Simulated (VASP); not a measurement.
# Zn3As (P4/mmm) in VASP: notebook, part 2 of 2

VASP 6.6.1.

## (3) Single point, PBE

This run uses another cell than the first one, of 15.06 Å³/atom, 0.900 times its volume.

File INCAR:

```
PREC = Accurate
ENCUT = 520
EDIFF = 1E-7
ISMEAR = 0
SIGMA = 0.1
LREAL = False
LASPH = True
NELM = 100
ALGO = Fast
ISIF = 2
LWAVE = False
LCHARG = False
GGA = PE
NBANDS = 28
```

File KPOINTS:

```
Automatic mesh
0
Gamma
  6 6 6
```

File POSCAR:

```
Zn3As
1.0
    3.9337694604      0.0000000000      0.0000000000
    0.0000000000      3.9337694604      0.0000000000
    0.0000000000      0.0000000000      3.8933358008
Zn As
3 1
Direct
    0.0000000000      0.5000000000      0.5000000000
    0.5000000000      0.0000000000      0.5000000000
    0.5000000000      0.5000000000      0.0000000000
    0.0000000000      0.0000000000      0.0000000000
```

Potentials or basis: VASP PAW PBE potentials, release 64 (Zn, As).

The run is started by

```sh
$ cat potpaw_PBE.64/Zn/POTCAR potpaw_PBE.64/As/POTCAR > POTCAR
$ mpirun -np 1 vasp_std > vasp.out
```

OUTCAR:

```text
PREC = Accurate
   ENCUT = 520
   EDIFF = 1E-7
   ISMEAR = 0
   LREAL = False
   LASPH = True
   NELM = 100
   ISIF = 2
   GGA = PE

 ion  position               nearest neighbor table
   1  0.000  0.500  0.500-   3 2.77   4 2.77   3 2.77   4 2.77   4 2.77   4 2.77   3 2.77   3 2.77
                             2 2.78   2 2.78   2 2.78   2 2.78
   2  0.500  0.000  0.500-   3 2.77   4 2.77   3 2.77   4 2.77   3 2.77   3 2.77   4 2.77   4 2.77
                             1 2.78   1 2.78   1 2.78   1 2.78
   3  0.500  0.500  0.000-   1 2.77   2 2.77   1 2.77   2 2.77   2 2.77   2 2.77   1 2.77   1 2.77
                             4 2.78   4 2.78   4 2.78   4 2.78
   4  0.000  0.000  0.000-   1 2.77   2 2.77   1 2.77   2 2.77   1 2.77   1 2.77   2 2.77   2 2.77
                             3 2.78   3 2.78   3 2.78   3 2.78

  LATTYP: Found a simple tetragonal cell.
 ALAT       =     3.9337694604
 C/A-ratio  =     0.9897213957

  Lattice vectors:

 A1 = (   3.9337694604,   0.0000000000,   0.0000000000)
 A2 = (   0.0000000000,   3.9337694604,   0.0000000000)
 A3 = (   0.0000000000,   0.0000000000,   3.8933358008)

Analysis of symmetry for initial positions (statically):
=====================================================================
 Subroutine PRICEL returns:
 Original cell was already a primitive cell.

 Routine SETGRP: Setting up the symmetry group for a
 simple tetragonal supercell.

 Subroutine GETGRP returns: Found 16 space group operations
 (whereof 16 operations were pure point group operations)
 out of a pool of 16 trial point group operations.

The static configuration has the point symmetry D_4h.

Analysis of symmetry for dynamics (positions and initial velocities):
=====================================================================
 Subroutine PRICEL returns:
 Original cell was already a primitive cell.

 Routine SETGRP: Setting up the symmetry group for a
 simple tetragonal supercell.

 Subroutine GETGRP returns: Found 16 space group operations
[... 123 lines left out ...]
   EFERMI_NEDOS =   21; number of points for ismear=-14 and -15
   IALGO  =     68    algorithm
   IMIX   =      4    mixing-type and parameters
     AMIX     =   0.40;   BMIX     =  1.00
     AMIX_MAG =   1.60;   BMIX_MAG =  1.00
  volume/ion in A,a.u.               =      15.06       101.64
  Fermi-wavevector in a.u.,A,eV,Ry     =   1.439979  2.721166 28.212227  2.073540
  Thomas-Fermi vector in A             =   2.558774
   LORBIT       =      0    0 simple, 1 ext, 2 COOP (PROOUT), +10 PAW based schemes
   GGA     = PE    functional components
   LHFCALC =     F    Hartree Fock is set to
   AEXX    =    0.0000 exact exchange contribution
   IVDW    =     0    specifies the selected vdW correction
   LEPSILON=     F    determine dielectric tensor
   LRPA    =     F    only Hartree local field effects (RPA)
 non-spin polarized calculation
 RMM-DIIS sequential band-by-band and
 Gauss-broadening in eV      SIGMA  =   0.10
  energy-cutoff  :      520.00
  volume of cell :       60.25
 maximum number of plane-waves:      1651
 NGX is ok and might be reduce to    30
   NGX = 15   NGY = 15   NGZ = 15

 number of electron      40.9999952 magnetization

 Free energy of the ion-electron system (eV)
  ---------------------------------------------------
  ext. energy  EPLUGINS =         0.00000000
  ---------------------------------------------------
  free energy    TOTEN  =        -7.33091298 eV

  energy without entropy =       -7.31981652  energy(sigma->0) =       -7.32536475

 E-fermi :   4.7311     XC(G=0): -11.6679

 val. band max:        4.6989834949   @ k =   0.3333   0.0000   0.1667
 cond. band min:       4.7350024595   @ k =   0.5000   0.1667   0.0000
 fundamental gap:      0.0360189646
 Fermi energy:         4.7310810352

 k-point     1 :       0.0000    0.0000    0.0000
  band No.  band energies     occupation
      1      -8.7566      2.00000
      2      -3.8012      2.00000
      3      -3.3725      2.00000
      4      -3.3725      2.00000
      5      -3.3696      2.00000
      6      -3.2996      2.00000
[... 733 lines left out ...]
     27      11.1673      0.00000
     28      12.5198      0.00000

 [... further k-points ...]
[... 5 lines left out ...]
  --------------------------------------------------------------------------------------
  -------------------------------------------------------------------------------------
  Total        3.6841315      3.6841315      3.4555472      0.0000000     -0.0000000      0.0000000
  in kB       97.9729151     97.9729151     91.8941238      0.0000000     -0.0000000      0.0000000
  external PRESSURE =      95.9466513 kB  Pullay stress =       0.0000000 kB

 VOLUME and BASIS-vectors are now :
 -----------------------------------------------------------------------------
  energy-cutoff  :      520.00
  volume of cell :       60.25
      direct lattice vectors                 reciprocal lattice vectors
     3.933769460  0.000000000  0.000000000     0.254209101  0.000000000  0.000000000
     0.000000000  3.933769460  0.000000000     0.000000000  0.254209101  0.000000000
     0.000000000  0.000000000  3.893335801     0.000000000  0.000000000  0.256849152

 POSITION                                       TOTAL-FORCE (eV/Angst)
 -----------------------------------------------------------------------------------
      0.00000      1.96688      1.94667         0.000000      0.000000      0.000000
      1.96688      0.00000      1.94667         0.000000      0.000000      0.000000
      1.96688      1.96688      0.00000         0.000000      0.000000      0.000000
      0.00000      0.00000      0.00000         0.000000      0.000000      0.000000
 -----------------------------------------------------------------------------------
    total drift:                                0.000000      0.000000     -0.000000

  FREE ENERGIE OF THE ION-ELECTRON SYSTEM (eV)
  ---------------------------------------------------
  free  energy   TOTEN  =        -7.3309129813 eV

  energy  without entropy=       -7.3198165242  energy(sigma->0) =       -7.32536475
```

Run time: 61 s. Hardware: 1 thread of AMD EPYC 7R43 (Zen 3), shared host; peak memory 0.16 GiB.

Results:

* Free energy: -7.3309 eV
* Pressure: 9.6 GPa
